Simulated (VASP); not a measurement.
# MnO: single point with PBE+U

Crystal: MnO.

```
Mn O
1.0
     0.00000    2.20500    2.20500
     2.20500    0.00000    2.20500
     2.20500    2.20500    0.00000
Mn O
1 1
Direct
  0.00000 0.00000 0.00000
  0.50000 0.50000 0.50000
```

* Program: VASP 6.6.1
* Task: single point
* Functional: PBE
* Potentials or basis: VASP PAW PBE potentials, release 64 (Mn_pv, O)
* Cutoff: 520 eV
* k mesh: 9 × 9 × 9
* Occupations: fermi-dirac, width 0.03 eV
* Spin: collinear spin, ferromagnetic start
* Starting moments: [0.45, 0.0] μB
* Hubbard terms: Mn d U = 2.7 eV

```json
{
  "Pressure": "11.6 GPa",
  "Net moment": "5.00 μB per cell",
  "Site moments": "Mn +4.58; O +0.19 μB",
  "Valence electrons inside the program's atomic spheres": "Mn 11.38; O 5.02"
}
```

Levels at points of the mesh, in eV from the Fermi level:
Spin up:
| k point | band 9 | band 10 | band 11 | band 12 | band 13 | band 14 | band 15 | band 16 |
| --- | --- | --- | --- | --- | --- | --- | --- | --- |
| (0.00, 0.00, 0.00) | -3.64 | -3.31 | -3.31 | -3.31 | -0.07 | 14.29 | 16.37 | 16.37 |
Spin down:
```csv
k point,band 5,band 6,band 7,band 8,band 9,band 10
"(0.00, 0.00, 0.00)",-2.95,-2.95,-2.95,1.34,2.28,2.28
```

Eigenvalues of the final occupation matrices:
```
    site  spin  trace               eigenvalues
site 1 d     1   4.76  0.94 0.94 0.94 0.97 0.97
site 1 d     2   0.23  0.02 0.02 0.02 0.08 0.08
```

Run time: 62 s on 1 thread of Intel Xeon 8259CL (shared host), peak memory 0.16 GiB.

Caveat: the cell stands under pressure; a cell with one magnetic atom can't hold antiferromagnetic order, which such compounds often take. The state reached can hang on the start; a lower one may exist.
